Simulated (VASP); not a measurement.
Wanted: the native input for a VASP 6.6.1 run.

* Task: single point
* Functional: PBE
* Potentials or basis: VASP PAW PBE potentials, release 64 (Y_sv, Zr_sv, O)
* Cutoff: 520 eV
* k mesh: 6 × 6 × 4
* Occupations: gaussian, width 0.1 eV
* Spin: no spin polarisation
* Dipole correction: no
* Further INCAR settings: ALGO = Normal; EDIFF = 1e-06; NBANDS = 32

The structure of YZr2O2 lies in POSCAR:

```
YZr2O2
1.0
    5.4195660545      0.0000000000      0.0000000000
   -2.7097830273      4.6934818807      0.0000000000
    0.0000000000      0.0000000000      6.0766253071
Y Zr O
1 2 2
Direct
    0.6666666667      0.3333333333      0.5000000000
    0.3333333333      0.6666666667      0.6975067480
    0.3333333333      0.6666666667      0.3024932520
    0.6666666667      0.3333333333      0.0000000000
    0.3333333333      0.6666666667      0.0000000000
```

The cell was built from a structure type or drawn by symmetry, and may not be a known phase.

The input as run:

INCAR

```
SYSTEM = YZr2O2
ALGO     = Normal         ! electronic algorithm
EDIFF    = 1E-6           ! SCF threshold, eV
ENCUT    = 520            ! plane-wave cutoff, eV
GGA      = PE             ! functional
ISIF     = 2              ! what is computed and relaxed
ISMEAR   = 0              ! smearing method
LASPH    = .TRUE.         ! aspherical terms in the spheres
LCHARG   = .FALSE.        ! write CHGCAR
LREAL    = .FALSE.        ! projectors in reciprocal space
LWAVE    = .FALSE.        ! write WAVECAR
NBANDS   = 32             ! bands
NELM     = 100            ! most SCF steps
PREC     = Accurate       ! precision mode
SIGMA    = 0.1            ! smearing width, eV
```

KPOINTS

```
k-points
0
G
  6 6 4
  0 0 0
```

Potentials or basis: VASP PAW PBE potentials, release 64 (Y_sv, Zr_sv, O).

The run is started by

```bash
$ cat potpaw_PBE.64/Y_sv/POTCAR potpaw_PBE.64/Zr_sv/POTCAR potpaw_PBE.64/O/POTCAR > POTCAR
$ mpirun -np 1 vasp_std > vasp.out
```

Results of the run:

The pressure is 0.2 GPa, the largest force is 0.076 eV/Å and the band gap on the k mesh is zero (an odd number of electrons rules out a gap without spin polarisation).

Caveat: an odd number of electrons without spin polarisation forces a metal; a magnetic or distorted state may lie lower.

It took 120 s on 1 thread of Intel(R) Xeon(R) Platinum 8259CL CPU @ 2.50GHz (Skylake/Cascade Lake) (shared host), peak memory 0.34 GiB.
